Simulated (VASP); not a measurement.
Set up this calculation in VASP 6.6.1, as the native input.

- Task: relaxation of cell and atoms
- Functional: PBE
- Potentials or basis: VASP PAW PBE potentials, release 64 (Mg, Zr_sv, Si, Cu)
- Cutoff: 600 eV
- k mesh: 3 × 3 × 4
- Occupations: gaussian, width 0.2 eV
- Spin: no spin polarisation
- Dipole correction: no
- Further INCAR settings: ALGO = Normal; EDIFF = 1e-06; IBRION = 2; EDIFFG = -0.08; NSW = 36; ISIF = 3

The structure of Mg3Zr2CuSi3 lies in POSCAR:

```
Mg3Zr2CuSi3
1.0
    6.4100000000      0.0000000000      0.0000000000
   -3.2050000000      5.5512228400      0.0000000000
    0.0000000000      0.0000000000      3.8500000000
Mg Zr Si Cu
3 2 3 1
Direct
    0.2500000000      0.0000000000      0.0000000000
    0.7500000000      0.7500000000      0.0000000000
    0.0000000000      0.2500000000      0.0000000000
    0.6666666700      0.3333333300      0.0000000000
    0.3333333300      0.6666666700      0.0000000000
    0.5940000000      0.0000000000      0.5000000000
    0.0000000000      0.5940000000      0.5000000000
    0.4060000000      0.4060000000      0.5000000000
    0.0000000000      0.0000000000      0.5000000000
```

These files were run (other wordings do the same):

INCAR

```
SYSTEM = Mg3Zr2CuSi3
ALGO     = Normal         ! electronic algorithm
EDIFF    = 1E-6           ! SCF threshold, eV
EDIFFG   = -0.08          ! ionic threshold
ENCUT    = 600            ! plane-wave cutoff, eV
GGA      = PE             ! functional
IBRION   = 2              ! ionic algorithm
ISIF     = 3              ! what is computed and relaxed
ISMEAR   = 0              ! smearing method
LASPH    = .True.         ! aspherical terms in the spheres
LCHARG   = .False.        ! write CHGCAR
LREAL    = .False.        ! projectors in reciprocal space
LWAVE    = .False.        ! write WAVECAR
NELM     = 100            ! most SCF steps
NSW      = 36             ! ionic steps
PREC     = Accurate       ! precision mode
SIGMA    = 0.2            ! smearing width, eV
```

KPOINTS

```
k-points
0
Gamma
  3 3 4
  0 0 0
```

Potentials or basis: VASP PAW PBE potentials, release 64 (Mg, Zr_sv, Si, Cu).

Run with:

```console
$ cat potpaw_PBE.64/Mg/POTCAR potpaw_PBE.64/Zr_sv/POTCAR potpaw_PBE.64/Si/POTCAR potpaw_PBE.64/Cu/POTCAR > POTCAR
$ mpirun -np 1 vasp_std > vasp.out
```

It gave:

```
Relaxed volume                        : 17.82 Å³/atom
Relaxed cell                          : a = 7.668 Å, b = 7.668 Å, c = 3.150 Å, α = 90.00°, β = 90.00°, γ = 120.00°
Space group after relaxing (to 0.1 Å) : P-62m (No. 189)
Pressure after relaxing               : 0.2 GPa
Largest force after relaxing          : 0.054 eV/Å
Band gap on the k mesh                : zero (an odd number of electrons rules out a gap without spin polarisation)
```

Caveat: the k points lie up to 0.50 Å⁻¹ apart in the final cell, too coarse for converged energies and pressures of a metal; the volume moved by over 15 % at a fixed basis, so the end points are rough; the relaxation stopped at a loose force limit of 0.08 eV/Å, so its end isn't a converged minimum.

It took 45 min on 1 thread of Intel Xeon 8259CL, with other jobs on the host, peak memory 0.32 GiB.
